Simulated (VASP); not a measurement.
The system is Pt.

```
Pt
1.0
     2.76067    0.00000    0.00000
    -1.38033    2.39081    0.00000
     0.00000    0.00000    4.79213
Pt
2
Direct
  0.66667 0.33333 0.75000
  0.33333 0.66667 0.25000
```

This isn't the form of Pt at room conditions, which is fcc.

- Program: VASP 6.6.1
- Task: relaxation of cell and atoms
- Functional: r2SCAN
- Potentials or basis: VASP PAW PBE potentials, release 64 (Pt)
- Cutoff: 600 eV
- k mesh: 12 × 12 × 6
- Occupations: fermi-dirac, width 0.1 eV
- Spin: no spin polarisation

At the start: pressure -5.5 GPa; volume 15.81 Å³/atom.

Problem. How do energy, volume and symmetry change on relaxing?

Solution. Over 5 steps the energy falls by 6.1 meV/atom and the volume is 15.47 Å³/atom (-2.2 %); space group P6_3/mmc (No. 194, to 0.1 Å) before and after.

Step by step:
| step | energy change (eV) | largest force (eV/Å) | pressure (GPa) | volume (Å³) |
| --- | --- | --- | --- | --- |
| 1 | 0.0000 | 0.0000 | -5.50 | 31.63 |
| 2 | 0.0796 | 0.0000 | 18.00 | 29.21 |
| 3 | -0.0121 | 0.0000 | -0.11 | 30.96 |
| 4 | -0.0121 | 0.0000 | 0.00 | 30.94 |
| 5 | -0.0122 | 0.0000 | 0.01 | 30.94 |

Final structure:
```xyz
2
Lattice="2.7419 0.0000 0.0000 -1.3709 2.3745 0.0000 0.0000 0.0000 4.7518" Properties=species:S:1:pos:R:3 pbc="T T T"
Pt    1.3709    0.7915    3.5639
Pt    0.0000    1.5830    1.1880
```

Caveat: the PAW data sets were made with another functional, which shifts forces and pressure a little.
